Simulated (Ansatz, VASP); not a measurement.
Ta: VASP beside Ansatz

```xyz
4
Lattice="4.5493 0.0000 0.0000 -2.2746 3.9398 0.0000 0.0000 0.0000 4.8299" Properties=species:S:1:pos:R:3 pbc="T T T"
Ta    0.0000    0.0000    1.2075
Ta    0.0000    0.0000    3.6224
Ta    0.0000    2.6265    3.6224
Ta    2.2746    1.3133    1.2075
```

Alike in both runs: functional PBEsol; k mesh 12 × 12 × 10; occupations gaussian, width 0.1 eV; no spin polarisation.

Ansatz relaxed the structure, and its values are those at the end. VASP's run is a single point on that final structure, the one shown.

|  | VASP | Ansatz |
| --- | --- | --- |
| version | VASP 6.6.1 | Ansatz 0.2.0 |
| potentials or method | VASP PAW PBE potentials, release 64 (Ta_pv), cutoff 520 eV | scalar-relativistic, plane waves, PAW |
| valence electrons in the cell | 44 | 52 |

Ansatz gave:

- gap on the k mesh at the Fermi level (eV): none
- pressure (GPa): 0.0

**Question.** What did VASP give for the same quantities?

**Answer.** gap on the k mesh at the Fermi level (eV): none; pressure (GPa): 0.3.

VASP's potentials were made for PBE, not for PBEsol. A gap of «none» marks a metal or a gap that the smearing closes. VASP's potentials hold 44 valence electrons a cell and Ansatz's 52, so a difference there can come from the potentials and not from the codes.

Spin-orbit coupling is off throughout.
